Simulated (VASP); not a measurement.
Set up this calculation in VASP 6.6.1, as the native input.

| Item | Value |
| --- | --- |
| Task | single point |
| Functional | r2SCAN |
| Potentials or basis | VASP PAW PBE potentials, release 64 (Mg, Si) |
| Cutoff | 520 eV |
| k mesh | 16 × 16 × 12 |
| Occupations | gaussian, width 0.15 eV |
| Spin | no spin polarisation |
| Dipole correction | no |
| Further INCAR settings | ALGO = Normal; EDIFF = 1e-07; NBANDS = 10 |

The system is MgSi.

```
Mg Si
1.0
     2.90839    0.00000    0.00000
     0.00000    2.90839    0.00000
     0.00000    0.00000    4.10343
Mg Si
1 1
Cartesian
  0.0000 0.0000 0.0000
  1.4542 1.4542 2.1267
```

This cell differs from its parent crystal: all Si atoms moved +0.075 Å, as atom 2 along Cartesian [0 0 1].

These files were run (other wordings do the same):

POSCAR

```
MgSi
1.0
    2.9083940000      0.0000000000      0.0000000000
    0.0000000000      2.9083940000      0.0000000000
    0.0000000000      0.0000000000      4.1034270000
Mg Si
1 1
Direct
    0.0000000000      0.0000000000      0.0000000000
    0.5000000000      0.5000000000      0.5182774057
```

INCAR.step1

```
SYSTEM = MgSi
ALGO     = Normal         ! electronic algorithm
EDIFF    = 1E-4           ! SCF threshold, eV
ENCUT    = 520            ! plane-wave cutoff, eV
GGA      = PE             ! functional
ISMEAR   = 0              ! smearing method
LASPH    = .True.         ! aspherical terms in the spheres
LCHARG   = .False.        ! write CHGCAR
LREAL    = .False.        ! projectors in reciprocal space
LWAVE    = .True.         ! write WAVECAR
NBANDS   = 10             ! bands
NELM     = 80             ! most SCF steps
PREC     = Accurate       ! precision mode
SIGMA    = 0.15           ! smearing width, eV
```

INCAR.step2

```
SYSTEM = MgSi
ALGO     = Normal         ! electronic algorithm
EDIFF    = 1E-7           ! SCF threshold, eV
ENCUT    = 520            ! plane-wave cutoff, eV
ISIF     = 2              ! what is computed and relaxed
ISMEAR   = 0              ! smearing method
ISTART   = 1            
LASPH    = .True.         ! aspherical terms in the spheres
LCHARG   = .False.        ! write CHGCAR
LMIXTAU  = .True.       
LREAL    = .False.        ! projectors in reciprocal space
LWAVE    = .False.        ! write WAVECAR
METAGGA  = R2SCAN         ! meta-GGA
NBANDS   = 10             ! bands
NELM     = 80             ! most SCF steps
PREC     = Accurate       ! precision mode
SIGMA    = 0.15           ! smearing width, eV
```

KPOINTS

```
k-points
0
Gamma
  16 16 12
  0 0 0
```

Potentials or basis: VASP PAW PBE potentials, release 64 (Mg, Si).

The run is started by

```sh
$ cat potpaw_PBE.64/Mg/POTCAR potpaw_PBE.64/Si/POTCAR > POTCAR
$ cp INCAR.step1 INCAR
$ mpirun -np 1 vasp_std > vasp.out
$ cp INCAR.step2 INCAR
$ mpirun -np 1 vasp_std > vasp.out
```

It gave:

```
Pressure               : -1.4 GPa
Largest force          : 0.284 eV/Å
Band gap on the k mesh : zero (band 3 reaches 11.33 eV, above the bottom of band 4 at 4.67 eV)
```

Caveat: the cell differs from its parent crystal (all Si atoms moved +0.075 Å, as atom 2 along Cartesian [0 0 1]); the PAW data sets were made with another functional, which shifts forces and pressure a little.

It took 2.8 min on 1 thread of Intel Xeon 6975P-C, on a shared host, peak memory 0.25 GiB.
